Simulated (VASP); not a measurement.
# Be2Cd (P6/mmm) in VASP: notebook

Be2Cd is run at these levels: PBE; tasks: single point.

Everything below comes from runs of VASP 6.6.1. Logs are shortened: lines on timing, memory, paths and dates and some standing lists are left out, and cuts for length are marked.

**1. The cell of the first run**

The structure is hexagonal, space group P6/mmm (No. 191). The conventional cell has a = 3.395 Å, b = 3.395 Å, c = 3.666 Å, α = 90.00°, β = 90.00°, γ = 120.00°. Be (site symmetry -6m2) has 3 Be at 1.96 Å and 6 Cd at 2.68 Å within 2.7 Å. Cd (site symmetry 6/mmm) has 12 Be at 2.68 Å and 6 Cd at 3.40 Å within 3.5 Å.

**2. Single point, PBE**

The input, INCAR:

```
PREC = Accurate
ENCUT = 520
EDIFF = 1E-7
ISMEAR = 0
SIGMA = 0.1
LREAL = F
LASPH = T
NELM = 80
ALGO = Normal
ISIF = 2
LWAVE = F
LCHARG = F
GGA = PE
NBANDS = 15
```

The input, KPOINTS:

```
regular mesh
0
Gamma
  6 6 6
```

The input, POSCAR:

```
Be2Cd
1.0
    3.3950345151      0.0000000000      0.0000000000
   -1.6975172575      2.9401861368      0.0000000000
    0.0000000000      0.0000000000      3.6657349416
Be Cd
2 1
Direct
    0.3333333333      0.6666666667      0.5000000000
    0.6666666667      0.3333333333      0.5000000000
    0.0000000000      0.0000000000      0.0000000000
```

Potentials or basis: VASP PAW PBE potentials, release 64 (Be, Cd).

Command:

```console
> cat potpaw_PBE.64/Be/POTCAR potpaw_PBE.64/Cd/POTCAR > POTCAR
> mpirun -np 1 vasp_std > vasp.out
```

OUTCAR:

```text
PREC = Accurate
   ENCUT = 520
   EDIFF = 1E-7
   ISMEAR = 0
   LREAL = F
   LASPH = T
   NELM = 80
   ISIF = 2
   GGA = PE

 ion  position               nearest neighbor table
   1  0.333  0.667  0.500-   2 1.96   2 1.96   2 1.96   3 2.68   3 2.68   3 2.68   3 2.68   3 2.68
                             3 2.68
   2  0.667  0.333  0.500-   1 1.96   1 1.96   1 1.96   3 2.68   3 2.68   3 2.68   3 2.68   3 2.68
                             3 2.68
   3  0.000  0.000  0.000-   1 2.68   2 2.68   1 2.68   2 2.68   1 2.68   1 2.68   2 2.68   2 2.68
                             2 2.68   2 2.68   1 2.68   1 2.68

  LATTYP: Found a hexagonal cell.
 ALAT       =     3.3950345151
 C/A-ratio  =     1.0797342193

  Lattice vectors:

 A1 = (   3.3950345151,   0.0000000000,   0.0000000000)
 A2 = (  -1.6975172575,   2.9401861368,   0.0000000000)
 A3 = (   0.0000000000,   0.0000000000,   3.6657349416)

Analysis of symmetry for initial positions (statically):
=====================================================================
 Subroutine PRICEL returns:
 Original cell was already a primitive cell.

 Routine SETGRP: Setting up the symmetry group for a
 hexagonal supercell.

 Subroutine GETGRP returns: Found 24 space group operations
 (whereof 24 operations were pure point group operations)
 out of a pool of 24 trial point group operations.

The static configuration has the point symmetry D_6h.

Analysis of symmetry for dynamics (positions and initial velocities):
=====================================================================
 Subroutine PRICEL returns:
 Original cell was already a primitive cell.

 Routine SETGRP: Setting up the symmetry group for a
 hexagonal supercell.

 Subroutine GETGRP returns: Found 24 space group operations
 (whereof 24 operations were pure point group operations)
 out of a pool of 24 trial point group operations.

The dynamic configuration has the point symmetry D_6h.

 Subroutine INISYM returns: Found 24 space group operations
 (whereof 24 operations are pure point group operations),
 and found     1 'primitive' translations

----------------------------------------------------------------------------------------

                                     Primitive cell

  volume of cell :      36.5915

  direct lattice vectors                    reciprocal lattice vectors
     3.395034515  0.000000000  0.000000000     0.294547816  0.170057261  0.000000000
    -1.697517257  2.940186137  0.000000000     0.000000000  0.340114521  0.000000000
     0.000000000  0.000000000  3.665734942     0.000000000  0.000000000  0.272796592

  length of vectors
     3.395034515  3.395034515  3.665734942     0.340114521  0.340114521  0.272796592

  position of ions in fractional coordinates (direct lattice)
     0.333333333  0.666666667  0.500000000
     0.666666667  0.333333333  0.500000000
     0.000000000  0.000000000  0.000000000

  ion indices of the primitive-cell ions
   primitive index   ion index
                 1           1
                 2           2
                 3           3

----------------------------------------------------------------------------------------

 KPOINTS: regular mesh

Automatic generation of k-mesh.
 Grid dimensions read from file:
 generate k-points for:    6    6    6

 Generating k-lattice:

  Cartesian coordinates                     Fractional coordinates (reciprocal lattice)
     0.049091303  0.028342877  0.000000000     0.166666667  0.000000000  0.000000000
     0.000000000  0.056685754  0.000000000     0.000000000  0.166666667  0.000000000
     0.000000000  0.000000000  0.045466099     0.000000000  0.000000000  0.166666667

  Length of vectors
     0.056685754  0.056685754  0.045466099

  Shift w.r.t. Gamma in fractional coordinates (k-lattice)
     0.000000000  0.000000000  0.000000000

 Subroutine IBZKPT returns following result:
 ===========================================

 Found     28 irreducible k-points:

 Following reciprocal coordinates:
            Coordinates               Weight
  0.000000  0.000000  0.000000      1.000000
  0.166667  0.000000  0.000000      6.000000
  0.333333  0.000000  0.000000      6.000000
  0.500000 -0.000000  0.000000      3.000000
  0.166667  0.166667  0.000000      6.000000
  0.333333  0.166667  0.000000     12.000000
[... 16 lines left out ...]
  0.166667  0.000000  0.500000      6.000000
  0.333333  0.000000  0.500000      6.000000
 [... further k-points ...]
   k-points           NKPTS =     28   k-points in BZ     NKDIM =     28   number of bands    NBANDS=     15
   number of dos      NEDOS =    301   number of ions     NIONS =      3
   total plane-waves  NPLWV =  21952
   dimension x,y,z NGX =    28 NGY =   28 NGZ =   28
   dimension x,y,z NGXF=    56 NGYF=   56 NGZF=   56
   ions per type =               2   1
   NGX,Y,Z   is equivalent  to a cutoff of  13.71, 13.71, 12.70 a.u.
   NGXF,Y,Z  is equivalent  to a cutoff of  27.42, 27.42, 25.40 a.u.
 SYSTEM =  unknown system
   PREC   = accura    normal or accurate (medium, high low for compatibility)
   ISTART =      0    job   : 0-new  1-cont  2-samecut
   ICHARG =      2    charge: 1-file 2-atom 10-const
   ISPIN  =      1    spin polarized calculation?
   LNONCOLLINEAR =      F non collinear calculations
   LSORBIT =      F    spin-orbit coupling
   LASPH  =      T    aspherical Exc in radial PAW
   ENCUT  =  520.0 eV  38.22 Ry    6.18 a.u.   6.31  6.31  6.82*2*pi/ulx,y,z
   NELM   =     80;   NELMIN=  2; NELMDL= -5     # of ELM steps
   EDIFF  = 0.1E-06   stopping-criterion for ELM
   LREAL  =      F    real-space projection
   EDIFFG = 0.1E-05   stopping-criterion for IOM
   NSW    =      0    number of steps for IOM
   IBRION =     -1    ionic relax: 0-MD 1-quasi-New 2-CG
   NFREE  =      0    steps in history (QN), initial steepest desc. (CG)
   ISIF   =      2    stress and relaxation
   ISYM   =      2    0-nonsym 1-usesym 2-fastsym
   POTIM  = 0.5000    time-step for ionic-motion
   TEBEG  =    0.0;   TEEND  =   0.0 temperature during run
   PSTRESS=    0.0 pullay stress
   NELECT =      16.0000    total number of electrons
   NUPDOWN=      -1.0000    fix difference up-down
   EMIN   =  10.00;   EMAX   =-10.00  energy-range for DOS
   EFERMI =   0.00;   METHOD = LEGACY
   ISMEAR =     0;   SIGMA  =   0.10  broadening in eV -4-tet -1-fermi 0-gaus
   EFERMI_NEDOS =   21; number of points for ismear=-14 and -15
   IALGO  =     38    algorithm
   IMIX   =      4    mixing-type and parameters
     AMIX     =   0.40;   BMIX     =  1.00
     AMIX_MAG =   1.60;   BMIX_MAG =  1.00
  volume/ion in A,a.u.               =      12.20        82.31
  Fermi-wavevector in a.u.,A,eV,Ry     =   1.242572  2.348120 21.007184  1.543984
  Thomas-Fermi vector in A             =   2.376920
   LORBIT       =      0    0 simple, 1 ext, 2 COOP (PROOUT), +10 PAW based schemes
   GGA     = PE    functional components
   LHFCALC =     F    Hartree Fock is set to
   AEXX    =    0.0000 exact exchange contribution
   IVDW    =     0    specifies the selected vdW correction
   LEPSILON=     F    determine dielectric tensor
   LRPA    =     F    only Hartree local field effects (RPA)
 non-spin polarized calculation
 Gauss-broadening in eV      SIGMA  =   0.10
  energy-cutoff  :      520.00
  volume of cell :       36.59
 maximum number of plane-waves:      1004
 NGX is ok and might be reduce to    28
   NGX = 13   NGY = 13   NGZ = 13

 number of electron      16.0000008 magnetization

 Free energy of the ion-electron system (eV)
  ---------------------------------------------------
  ext. energy  EPLUGINS =         0.00000000
  ---------------------------------------------------
  free energy    TOTEN  =        -5.79438499 eV

  energy without entropy =       -5.78674212  energy(sigma->0) =       -5.79056356

 E-fermi :   4.5314     XC(G=0): -11.0172

 val. band max:        4.5199771138   @ k =   0.3333   0.1667   0.5000
 cond. band min:       4.5630443688   @ k =   0.3333   0.3333   0.5000
 fundamental gap:      0.0430672551
 Fermi energy:         4.5314046090

 k-point     1 :       0.0000    0.0000    0.0000
  band No.  band energies     occupation
      1      -5.3751      2.00000
      2      -4.5705      2.00000
      3      -4.3892      2.00000
      4      -4.3892      2.00000
      5      -4.0514      2.00000
      6      -4.0514      2.00000
      7       3.2898      2.00000
      8       7.2649      0.00000
      9       7.2649      0.00000
     10       8.5047      0.00000
     11      10.0279      0.00000
     12      10.0279      0.00000
     13      13.6573      0.00000
     14      15.8547      0.00000
     15      16.6729      0.00000

 k-point     2 :       0.1667    0.0000    0.0000
  band No.  band energies     occupation
      1      -5.0480      2.00000
      2      -4.5110      2.00000
      3      -4.3169      2.00000
      4      -4.2614      2.00000
      5      -4.1871      2.00000
      6      -4.0721      2.00000
      7       3.9635      2.00000
      8       5.1144      0.00000
      9       5.8482      0.00000
     10       8.7167      0.00000
     11      10.4452      0.00000
     12      12.2167      0.00000
     13      14.0816      0.00000
     14      14.1291      0.00000
     15      18.3559      0.00000

 k-point     3 :       0.3333    0.0000    0.0000
  band No.  band energies     occupation
      1      -4.7539      2.00000
      2      -4.5806      2.00000
      3      -4.4251      2.00000
      4      -4.1134      2.00000
      5      -3.9867      2.00000
      6      -3.1706      2.00000
      7       1.9022      2.00000
      8       4.3858      1.96054
      9       5.7665      0.00000
     10       9.4158      0.00000
     11      10.3595      0.00000
     12      11.2068      0.00000
     13      13.1454      0.00000
     14      15.6416      0.00000
     15      16.7944      0.00000

 k-point     4 :       0.5000   -0.0000    0.0000
  band No.  band energies     occupation
      1      -4.7944      2.00000
      2      -4.5309      2.00000
      3      -4.5210      2.00000
      4      -4.1338      2.00000
      5      -3.8378      2.00000
      6      -1.0748      2.00000
      7      -0.8758      2.00000
      8       3.8450      2.00000
      9       8.2899      0.00000
     10       8.3262      0.00000
     11      10.1939      0.00000
     12      10.4264      0.00000
     13      11.6054      0.00000
     14      15.8874      0.00000
     15      16.3657      0.00000
[... 307 lines left out ...]
 k-point    22 :       0.0000    0.0000    0.5000
  band No.  band energies     occupation
      1      -4.5240      2.00000
      2      -4.3225      2.00000
      3      -4.3225      2.00000
      4      -4.2085      2.00000
      5      -4.2085      2.00000
      6      -2.7412      2.00000
      7      -2.2751      2.00000
      8       7.1348      0.00000
      9       7.1348      0.00000
     10      12.5531      0.00000
     11      12.6610      0.00000
     12      12.6610      0.00000
     13      15.7219      0.00000
     14      15.7219      0.00000
     15      16.1103      0.00000

 k-point    23 :       0.1667    0.0000    0.5000
  band No.  band energies     occupation
      1      -4.5194      2.00000
      2      -4.4492      2.00000
      3      -4.2747      2.00000
      4      -4.2581      2.00000
      5      -4.2047      2.00000
      6      -2.1191      2.00000
      7      -1.8946      2.00000
      8       6.0322      0.00000
      9       6.6163      0.00000
     10      10.4274      0.00000
     11      11.9652      0.00000
     12      13.1921      0.00000
     13      13.6754      0.00000
     14      14.0727      0.00000
     15      17.0787      0.00000

 k-point    24 :       0.3333    0.0000    0.5000
  band No.  band energies     occupation
      1      -4.8840      2.00000
      2      -4.6074      2.00000
      3      -4.3566      2.00000
      4      -3.9672      2.00000
      5      -3.9569      2.00000
      6      -0.8907      2.00000
      7      -0.4985      2.00000
      8       3.9632      2.00000
      9       5.9088      0.00000
     10       6.0853      0.00000
     11      11.3130      0.00000
     12      11.7348      0.00000
     13      12.4494      0.00000
     14      17.3037      0.00000
     15      18.0554      0.00000

 [... further k-points ...]
[... 5 lines left out ...]
  --------------------------------------------------------------------------------------
  -------------------------------------------------------------------------------------
  Total        5.1362481      5.1362481      1.2603393      0.0000000     -0.0000000     -0.0000000
  in kB      224.8932884    224.8932884     55.1846119      0.0000000     -0.0000000     -0.0000000
  external PRESSURE =     168.3237295 kB  Pullay stress =       0.0000000 kB

 VOLUME and BASIS-vectors are now :
 -----------------------------------------------------------------------------
  energy-cutoff  :      520.00
  volume of cell :       36.59
      direct lattice vectors                 reciprocal lattice vectors
     3.395034515  0.000000000  0.000000000     0.294547816  0.170057261  0.000000000
    -1.697517257  2.940186137  0.000000000     0.000000000  0.340114521  0.000000000
     0.000000000  0.000000000  3.665734942     0.000000000  0.000000000  0.272796592

 POSITION                                       TOTAL-FORCE (eV/Angst)
 -----------------------------------------------------------------------------------
     -0.00000      1.96012      1.83287        -0.000000      0.000000      0.000000
      1.69752      0.98006      1.83287         0.000000      0.000000      0.000000
      0.00000      0.00000      0.00000         0.000000      0.000000      0.000000
 -----------------------------------------------------------------------------------
    total drift:                               -0.000000      0.000000      0.000000

  FREE ENERGIE OF THE ION-ELECTRON SYSTEM (eV)
  ---------------------------------------------------
  free  energy   TOTEN  =        -5.7943849921 eV

  energy  without entropy=       -5.7867421199  energy(sigma->0) =       -5.79056356
```

Run time: 23 s. Hardware: 1 thread of Intel Xeon Platinum 8375C at 2.90GHz (Ice Lake), shared host; peak memory 0.16 GiB.

What came out:

| Item | Value |
| --- | --- |
| Free energy | -5.7944 eV |
| Pressure | 16.8 GPa |
| Band gap on the k mesh | zero (bands 8 and 9 overlap by 4.27 eV) |

Caveat: the stress differs along the axes, from 6 to 22 GPa.

(Continued in part 2 of 2.)

The gap in the log of VASP goes by the Fermi energy; the results here count the filled bands.